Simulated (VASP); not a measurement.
A run of VASP 6.6.1:

Contents of POSCAR:

```
GaSb
1.0
    3.0816162753      3.0816162753      0.0000000000
   -3.0816162753      3.0816162753      0.0000000000
    0.0000000000      3.0816162753      3.0570859965
Ga Sb
1 1
Direct
    0.0000000000      0.0000000000      0.0000000000
    0.7500000000      0.2500000000      0.5000000000
```

The input INCAR.step1:

```
SYSTEM = GaSb
PREC     = Accurate       ! precision mode
ENCUT    = 520            ! plane-wave cutoff, eV
ISMEAR   = 0              ! smearing method
SIGMA    = 0.01           ! smearing width, eV
LREAL    = .False.        ! projectors in reciprocal space
LASPH    = .True.         ! aspherical terms in the spheres
NELM     = 60             ! most SCF steps
NBANDS   = 16             ! bands
GGA      = PE             ! functional
ALGO     = Normal         ! electronic algorithm
EDIFF    = 1E-4           ! SCF threshold, eV
LWAVE    = .True.         ! write WAVECAR
LCHARG   = .False.        ! write CHGCAR
```

Contents of INCAR.step2:

```
SYSTEM = GaSb
PREC     = Accurate       ! precision mode
ENCUT    = 520            ! plane-wave cutoff, eV
EDIFF    = 1E-7           ! SCF threshold, eV
ISMEAR   = 0              ! smearing method
SIGMA    = 0.01           ! smearing width, eV
LREAL    = .False.        ! projectors in reciprocal space
LASPH    = .True.         ! aspherical terms in the spheres
NELM     = 60             ! most SCF steps
ALGO     = Normal         ! electronic algorithm
ISIF     = 2              ! what is computed and relaxed
LWAVE    = .False.        ! write WAVECAR
LCHARG   = .False.        ! write CHGCAR
METAGGA  = R2SCAN         ! meta-GGA
LMIXTAU  = .True.       
NBANDS   = 16             ! bands
ISTART   = 1
```

The input KPOINTS:

```
Automatic mesh
0
Gamma
  6 6 6
  0 0 0
```

Potentials or basis: VASP PAW PBE potentials, release 64 (Ga_d, Sb).

Run with:

```console
$ cat potpaw_PBE.64/Ga_d/POTCAR potpaw_PBE.64/Sb/POTCAR > POTCAR
$ cp INCAR.step1 INCAR
$ mpirun -np 1 vasp_std > vasp.out
$ cp INCAR.step2 INCAR
$ mpirun -np 1 vasp_std > vasp.out
```

Hardware: 1 thread of AMD EPYC 9R45 96-Core Processor (Zen 5), on a shared host.

Problem. How long does it take, and how much memory?

Solution. It took 61 s on 1 thread of AMD EPYC 9R45 96-Core Processor (Zen 5), on a shared host, peak memory 0.17 GiB. Counts: k points 30.
